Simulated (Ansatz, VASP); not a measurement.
## One calculation of SrTa2O5, two programs

The input INCAR:

```
SYSTEM = SrTa2O5
PREC     = Accurate       ! precision mode
ENCUT    = 600            ! plane-wave cutoff, eV
EDIFF    = 1E-7           ! SCF threshold, eV
ISMEAR   = 0              ! smearing method
SIGMA    = 0.1            ! smearing width, eV
LREAL    = .FALSE.        ! projectors in reciprocal space
LASPH    = .TRUE.         ! aspherical terms in the spheres
NELM     = 80             ! most SCF steps
ALGO     = Normal         ! electronic algorithm
ISIF     = 3              ! what is computed and relaxed
LWAVE    = .FALSE.        ! write WAVECAR
LCHARG   = .FALSE.        ! write CHGCAR
GGA      = PE             ! functional
IBRION   = 2              ! ionic algorithm
NSW      = 80             ! ionic steps
EDIFFG   = -0.001         ! ionic threshold
```

Contents of KPOINTS:

```
regular mesh
0
G
  8 8 8
  0 0 0
```

POSCAR

```
SrTa2O5
1.0
    2.0679052543     -6.1444816400      0.0000000000
    2.0679052543      6.1444816400      0.0000000000
    0.0000000000      0.0000000000      3.9751848832
Sr Ta O
1 2 5
Direct
    0.5000000000      0.5000000000      0.0000000000
    0.1657500425      0.8342499575      0.5000000000
    0.8342499575      0.1657500425      0.5000000000
    0.1574985255      0.8425014745      0.0000000000
    0.8425014745      0.1574985255      0.0000000000
    0.0000000000      0.0000000000      0.5000000000
    0.3434809619      0.6565190381      0.5000000000
    0.6565190381      0.3434809619      0.5000000000
```

Input for Ansatz:

```yaml
crystal:
  lattice:
    - [2.0679052543, -6.14448164, 0.0]
    - [2.0679052543, 6.14448164, 0.0]
    - [0.0, 0.0, 3.9751848832]
  atoms:
    - { symbol: Sr, position: [0.5, 0.5, 0.0] }
    - { symbol: Ta, position: [0.1657500425, 0.8342499575, 0.5] }
    - { symbol: Ta, position: [0.8342499575, 0.1657500425, 0.5] }
    - { symbol: O, position: [0.1574985255, 0.8425014745, 0.0] }
    - { symbol: O, position: [0.8425014745, 0.1574985255, 0.0] }
    - { symbol: O, position: [0.0, 0.0, 0.5] }
    - { symbol: O, position: [0.3434809619, 0.6565190381, 0.5] }
    - { symbol: O, position: [0.6565190381, 0.3434809619, 0.5] }
basis:
  ecutwfc: 420
kpoints:
  mp_grid: { grid: [8, 8, 8] }
hamiltonian:
  xc: pbe
scf:
  occupations: { method: gaussian, width: 0.1 }
output:
  forces: true
  stress: true
  eigenvalues: true
relax:
  adjacent_minimum: "off"
  f_tol: 0.001
  max_steps: 60
  cell: { stress_tol: 0.01 }
```

Alike in both runs: task relaxation of cell and atoms; functional PBE; k mesh 8 × 8 × 8; occupations gaussian, width 0.1 eV; no spin polarisation.

|  | VASP | Ansatz |
| --- | --- | --- |
| version | VASP 6.6.1 | Ansatz 0.2.0 |
| potentials or method | VASP PAW PBE potentials, release 64 (Sr_sv, Ta_pv, O), cutoff 600 eV | scalar-relativistic, plane waves, PAW |
| valence electrons in the cell | 62 | 66 |

```tsv
	VASP	Ansatz	Ansatz less VASP
gap on the k mesh at the Fermi level, each at its own relaxed structure (eV)	none	none	-
relaxed volume (Å³/atom)	12.65	12.63	-0.027
relaxed length of the cell vector where the two differ most in proportion (Å)	3.979	3.976	-0.0034
```

A gap of «none» marks a metal or a gap that the smearing closes. VASP's potentials hold 62 valence electrons a cell and Ansatz's 66, so a difference there can come from the potentials and not from the codes.

Neither program's run includes spin-orbit coupling.
